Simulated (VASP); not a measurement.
Here is a VASP 6.6.1 calculation.

File INCAR:

```
PREC     = Accurate       # precision mode
ENCUT    = 520            # plane-wave cutoff, eV
EDIFF    = 1E-6           # SCF threshold, eV
ISMEAR   = -1             # smearing method
SIGMA    = 0.1            # smearing width, eV
LREAL    = F              # projectors in reciprocal space
LASPH    = T              # aspherical terms in the spheres
NELM     = 80             # most SCF steps
ALGO     = Normal         # electronic algorithm
ISIF     = 2              # what is computed and relaxed
LWAVE    = F              # write WAVECAR
LCHARG   = F              # write CHGCAR
GGA      = PE             # functional
NBANDS   = 48             # bands
```

KPOINTS

```
regular mesh
0
Gamma
  3 3 3
```

POSCAR

```
CsHfCu3Se4
1.0
    6.4220100000      0.0000000000      0.0000000000
    0.0000000000      6.4220100000      0.0000000000
    0.0000000000      0.0000000000      6.4220100000
Cs Hf Cu Se
1 1 3 4
Direct
    0.5000000000      0.5000000000      0.5000000000
    0.0000000000      0.0000000000      0.0000000000
    0.0000000000      0.5000000000      0.0000000000
    0.0000000000      0.0000000000      0.5000000000
    0.5000000000      0.0000000000      0.0000000000
    0.2209400001      0.2209400001      0.2209400001
    0.7790599999      0.7790599999      0.2209400001
    0.2209400001      0.7790599999      0.7790599999
    0.7790599999      0.2209400001      0.7790599999
```

Potentials or basis: VASP PAW PBE potentials, release 64 (Cs_sv, Hf_pv, Cu, Se).

The run is started by

```console
$ cat potpaw_PBE.64/Cs_sv/POTCAR potpaw_PBE.64/Hf_pv/POTCAR potpaw_PBE.64/Cu/POTCAR potpaw_PBE.64/Se/POTCAR > POTCAR
$ mpirun -np 1 vasp_std > vasp.out
```

Question: What does it give for the pressure?

Answer: 0.6 GPa.

Question: Predict the band gap on the k mesh.

Answer: 1.03 eV, indirect (least direct gap 1.23 eV).

Question: What does it give for the largest force?

Answer: 0.031 eV/Å.

Forces in eV/Å, atoms in the order of the input:
```
Cs   0.000  0.000  0.000
Hf   0.000  0.000  0.000
Cu   0.000  0.000  0.000
Cu   0.000  0.000  0.000
Cu   0.000  0.000  0.000
Se   0.018  0.018  0.018
Se  -0.018 -0.018  0.018
Se   0.018 -0.018 -0.018
Se  -0.018  0.018 -0.018
```

Caveat: spin-orbit coupling is left out, which moves the levels of the heavy elements. Expect the measured gap to be larger: semilocal functionals such as PBE lack the derivative discontinuity.
